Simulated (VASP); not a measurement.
## Au3C: single point with PBE

Au3C, a slab with vacuum:

```xyz
4
Lattice="2.9402 0.0000 0.0000 -1.4701 2.5463 0.0000 0.0000 0.0000 21.8975" Properties=species:S:1:pos:R:3 pbc="T T T"
Au    1.4701    0.8488    4.0000
Au    0.0000    1.6975    6.4492
Au    0.0000    0.0000    8.8975
C     0.9801   -0.5658   12.0675
```

- Program: VASP 6.6.1
- Task: single point
- Functional: PBE
- Potentials or basis: VASP PAW PBE potentials, release 64 (Au, C)
- Cutoff: 520 eV
- k mesh: 9 × 9 × 1
- Occupations: gaussian, width 0.1 eV
- Spin: no spin polarisation

```yaml
Largest_force: 0.531 eV/Å
```

Forces in eV/Å, atoms in the order of the input:
```
Au   0.000  0.000  0.145
Au   0.002 -0.001  0.077
Au   0.042 -0.024  0.307
C   -0.044  0.025 -0.528
```

Levels at points of the mesh, in eV from the Fermi level:
| k point | band 16 | band 17 | band 18 | band 19 | band 20 | band 21 | band 22 | band 23 |
| --- | --- | --- | --- | --- | --- | --- | --- | --- |
| (0.00, 0.00, 0.00) | -2.20 | -1.85 | -1.78 | -1.78 | -0.48 | 1.46 | 2.66 | 2.66 |

Run time: 4.1 min on 1 thread of Oxide Virtual Turin-like Processor (shared host), peak memory 0.3 GiB.

Caveat: spin-orbit coupling is left out, which moves the levels of the heavy elements.
